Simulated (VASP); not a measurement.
Input of a VASP 6.6.1 run:

File INCAR:

```
SYSTEM = Mg5ZnO6
PREC = Accurate
ENCUT = 600
EDIFF = 1E-6
ISMEAR = 0
SIGMA = 0.01
LREAL = .False.
LASPH = .True.
NELM = 80
ALGO = Normal
ISIF = 3
LWAVE = .False.
LCHARG = .False.
GGA = PE
IBRION = 2
NSW = 80
EDIFFG = -0.001
```

The input KPOINTS:

```
regular mesh
0
Gamma
  12 12 2
  0 0 0
```

Contents of POSCAR:

```
Mg5ZnO6
1.0
    3.0187913742      0.0000000000      0.0000000000
   -1.5093956871      2.6143500188      0.0000000000
    0.0000000000      0.0000000000     14.7673278216
Mg Zn O
5 1 6
Direct
    0.3333333333      0.6666666667      0.8323042667
    0.6666666667      0.3333333333      0.1676957333
    0.3333333333      0.6666666667      0.3338966698
    0.0000000000      0.0000000000      0.5000000000
    0.6666666667      0.3333333333      0.6661033302
    0.0000000000      0.0000000000      0.0000000000
    0.6666666667      0.3333333333      0.9133950012
    0.3333333333      0.6666666667      0.0866049988
    0.0000000000      0.0000000000      0.2508633090
    0.6666666667      0.3333333333      0.4169515992
    0.3333333333      0.6666666667      0.5830484008
    0.0000000000      0.0000000000      0.7491366910
```

Potentials or basis: VASP PAW PBE potentials, release 64 (Mg, Zn, O).

The run is started by

```sh
$ cat potpaw_PBE.64/Mg/POTCAR potpaw_PBE.64/Zn/POTCAR potpaw_PBE.64/O/POTCAR > POTCAR
$ mpirun -np 1 vasp_std > vasp.out
```

Q: Predict the band gap on the k mesh.

A: 3.30 eV.

Q: Predict the space group after relaxing (to 0.1 Å).

A: P-3m1 (No. 164).

Q: Predict the relaxed volume.

A: 9.67 Å³/atom.

Q: Predict the relaxed cell.

A: a = 3.014 Å, b = 3.014 Å, c = 14.748 Å, α = 90.00°, β = 90.00°, γ = 120.00°.

Final structure:
```cif
data_structure
_symmetry_space_group_name_H-M 'P 1'
_symmetry_Int_Tables_number 1
_cell_length_a 3.0138
_cell_length_b 3.0138
_cell_length_c 14.7481
_cell_angle_alpha 90.000
_cell_angle_beta 90.000
_cell_angle_gamma 120.000
_cell_volume 116.01
loop_
_atom_site_label
_atom_site_type_symbol
_atom_site_fract_x
_atom_site_fract_y
_atom_site_fract_z
_atom_site_occupancy
Mg1 Mg 0.33333 0.66667 0.83197 1
Mg2 Mg 0.66667 0.33333 0.16803 1
Mg3 Mg 0.33333 0.66667 0.33407 1
Mg4 Mg 0.00000 0.00000 0.50000 1
Mg5 Mg 0.66667 0.33333 0.66593 1
Zn1 Zn 0.00000 0.00000 0.00000 1
O1 O 0.66667 0.33333 0.91290 1
O2 O 0.33333 0.66667 0.08710 1
O3 O 0.00000 0.00000 0.25112 1
O4 O 0.66667 0.33333 0.41704 1
O5 O 0.33333 0.66667 0.58296 1
O6 O 0.00000 0.00000 0.74888 1
```

A k mesh can miss the band edges.
